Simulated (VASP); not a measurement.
**Zn: relaxation of cell and atoms with LDA**

The system is Zn.

```
Zn
1.0
    -1.56904    1.56904    1.56904
     1.56904   -1.56904    1.56904
     1.56904    1.56904   -1.56904
Zn
1
Direct
  0.00000 0.00000 0.00000
```

| Quantity | Value |
| --- | --- |
| Program | VASP 6.6.1 |
| Task | relaxation of cell and atoms |
| Functional | LDA |
| Potentials or basis | VASP PAW LDA potentials, release 64 (Zn) |
| Cutoff | 600 eV |
| k mesh | 11 × 11 × 11 |
| Occupations | methfessel-paxton, width 0.1 eV |
| Spin | no spin polarisation |
| Target pressure | 20 GPa |
| Dipole correction | no |
| Further INCAR settings | ALGO = Normal; EDIFF = 1e-07; IBRION = 2; EDIFFG = -0.03; NSW = 80; ISIF = 3 |

```json
{
  "Relaxed volume": "11.94 Å³/atom",
  "Relaxed cell": "a = 2.494 Å, b = 2.494 Å, c = 2.494 Å, α = 109.47°, β = 109.47°, γ = 109.47°",
  "Space group after relaxing (to 0.05 Å)": "Im-3m (No. 229)",
  "Energy change on relaxing (the enthalpy is what falls)": "+39.2 meV/atom",
  "Ionic steps": "4",
  "Pressure after relaxing": "19.8 GPa",
  "Band gap on the k mesh": "zero (band 6 reaches 8.45 eV, above the bottom of band 7 at 4.63 eV)"
}
```

The path:
```csv
step,energy change (eV),largest force (eV/Å),pressure (GPa),volume (Å³)
1,0.0000,0.0000,-8.87,15.45
2,0.5274,0.0000,68.89,10.02
3,0.0316,0.0000,18.75,12.00
4,0.0392,0.0000,19.77,11.94
```

Final structure:
```yaml
crystal:
  lattice:
    - [-1.43965, 1.43965, 1.43965]
    - [1.43965, -1.43965, 1.43965]
    - [1.43965, 1.43965, -1.43965]
  atoms:
    - { symbol: Zn, position: [0.00000, 0.00000, 0.00000] }
```

Levels at points of the mesh, in eV from the Fermi level:
| k point | band 3 | band 4 | band 5 | band 6 | band 7 | band 8 | band 9 | band 10 |
| --- | --- | --- | --- | --- | --- | --- | --- | --- |
| (0.00, 0.00, 0.00) | -9.11 | -9.11 | -8.33 | -8.33 | 22.77 | 22.77 | 23.08 | 23.08 |

It took 46 s on 1 thread of AMD EPYC 7R13 Processor (Zen 3) (shared host), peak memory 0.11 GiB.

Caveat: the cell is relaxed towards a set pressure, so the enthalpy falls and the energy may rise; the volume moved by over 15 % at a fixed basis, so the end points are rough.
